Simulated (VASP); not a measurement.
Set up this calculation in VASP 6.6.1, as the native input.

```
Task                   : single point
Functional             : PBE
Potentials or basis    : VASP PAW PBE potentials, release 64 (Ta_pv, H)
Cutoff                 : 500 eV
k mesh                 : 5 × 5 × 3
Occupations            : gaussian, width 0.2 eV
Spin                   : no spin polarisation
Dipole correction      : no
Further INCAR settings : ALGO = Normal; EDIFF = 1e-06; NBANDS = 32
```

The structure of Ta4H3 lies in POSCAR:

```
Ta4H3
1.0
    4.5890123036     -0.0000000032      0.0000000000
   -2.2945061490      3.9742012349      0.0000000000
    0.0000000000      0.0000000000      6.3525962111
Ta H
4 3
Direct
    0.3333333333      0.6666666667      0.7219022765
    0.6666666667      0.3333333333      0.7219022765
    0.6666666667      0.3333333333      0.2780977235
    0.3333333333      0.6666666667      0.2780977235
    0.0000000000      0.0000000000      0.0000000000
    0.3333333333      0.6666666667      0.0000000000
    0.6666666667      0.3333333333      0.0000000000
```

The cell was generated, and may not be a known phase.

One way to write it, as run:

INCAR

```
SYSTEM = Ta4H3
PREC     = Accurate       ! precision mode
ENCUT    = 500            ! plane-wave cutoff, eV
EDIFF    = 1E-6           ! SCF threshold, eV
ISMEAR   = 0              ! smearing method
SIGMA    = 0.2            ! smearing width, eV
LREAL    = .FALSE.        ! projectors in reciprocal space
LASPH    = .TRUE.         ! aspherical terms in the spheres
NELM     = 120            ! most SCF steps
ALGO     = Normal         ! electronic algorithm
ISIF     = 2              ! what is computed and relaxed
LWAVE    = .FALSE.        ! write WAVECAR
LCHARG   = .TRUE.         ! write CHGCAR
GGA      = PE             ! functional
LELF     = .TRUE.         ! ELF
LVHAR    = .TRUE.       
NBANDS   = 32             ! bands
GGA_COMPAT= .FALSE.
```

KPOINTS

```
Automatic mesh
0
G
  5 5 3
  0 0 0
```

Potentials or basis: VASP PAW PBE potentials, release 64 (Ta_pv, H).

Launch:

```bash
$ cat potpaw_PBE.64/Ta_pv/POTCAR potpaw_PBE.64/H/POTCAR > POTCAR
$ mpirun -np 1 vasp_std > vasp.out
```

Results of the run:

The pressure is 0.2 GPa and the largest force is 0.012 eV/Å. The band gap on the k mesh is zero (an odd number of electrons rules out a gap without spin polarisation).

Caveat: spin-orbit coupling is left out, which moves the levels of the heavy elements; an odd number of electrons without spin polarisation forces a metal; a magnetic or distorted state may lie lower.

Run time: 94 s on 1 thread of Intel Xeon 8259CL (shared host), peak memory 0.21 GiB.
